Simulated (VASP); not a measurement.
A run of VASP 6.6.1 is set up as follows.

INCAR

```
SYSTEM = Bi2Te3
PREC = Accurate ; ENCUT = 600
EDIFF = 1E-6 ; ISMEAR = 0
SIGMA = 0.03 ; LREAL = .False.
LASPH = .True. ; NELM = 80
ALGO = Normal ; ISIF = 3
LWAVE = .False. ; LCHARG = .False.
GGA = PS ; IBRION = 2
NSW = 90 ; EDIFFG = -0.01
KPAR = 2
```

File KPOINTS:

```
regular mesh
0
Gamma
  7 7 7
  0 0 0
```

POSCAR

```
Bi2Te3
1.0
    2.1930000000      1.2661291403     10.1656666667
   -2.1930000000      1.2661291403     10.1656666667
    0.0000000000     -2.5322582807     10.1656666667
Bi Te
2 3
Direct
    0.4000000000      0.4000000000      0.4000000000
    0.6000000000      0.6000000000      0.6000000000
    0.0000000000      0.0000000000      0.0000000000
    0.2095000000      0.2095000000      0.2095000000
    0.7905000000      0.7905000000      0.7905000000
```

Potentials or basis: VASP PAW PBE potentials, release 64 (Bi_d, Te).

Command:

```sh
$ cat potpaw_PBE.64/Bi_d/POTCAR potpaw_PBE.64/Te/POTCAR > POTCAR
$ mpirun -np 2 vasp_std > vasp.out
```

(1) What does it give for the space group after relaxing (to 0.1 Å)?

(2) Predict the band gap on the k mesh.

## Answers

(1) R-3m (No. 166).

(2) 0.20 eV.

Caveat: spin-orbit coupling is left out, which moves the levels of the heavy elements; an odd mesh through Γ misses points on the zone boundary, where band edges can lie.
